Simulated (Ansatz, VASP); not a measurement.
**Si2W in VASP and in Ansatz**

```
Si W
1.0
     2.69523   -3.57694    0.00000
     2.69523    3.57694    0.00000
     0.00000    0.00000    2.72238
Si W
2 1
Direct
  0.00000 0.50000 0.00000
  0.50000 0.00000 0.00000
  0.00000 0.00000 0.00000
```

Alike in both runs: task relaxation of cell and atoms; functional PBE; k mesh 4 × 4 × 6; occupations gaussian, width 0.1 eV; no spin polarisation.

|  | VASP | Ansatz |
| --- | --- | --- |
| version | VASP 6.6.1 | Ansatz 0.2.0 |
| potentials or method | VASP PAW PBE potentials, release 64 (Si, W_sv), cutoff 600 eV | scalar-relativistic, plane waves, PAW |
| valence electrons in the cell | 22 | 22 |

```csv
,VASP,Ansatz,Ansatz less VASP
"gap on the k mesh at the Fermi level, each at its own relaxed structure (eV)",none,none,-
relaxed volume (Å³/atom),19.96,19.98,+0.019
relaxed cell length with the largest relative difference (Å),4.912,4.909,-0.0032
```

A gap of «none» marks a metal or a gap that the smearing closes.

The k mesh is coarse, so the values compare programs but aren't converged. Spin-orbit coupling is off throughout.
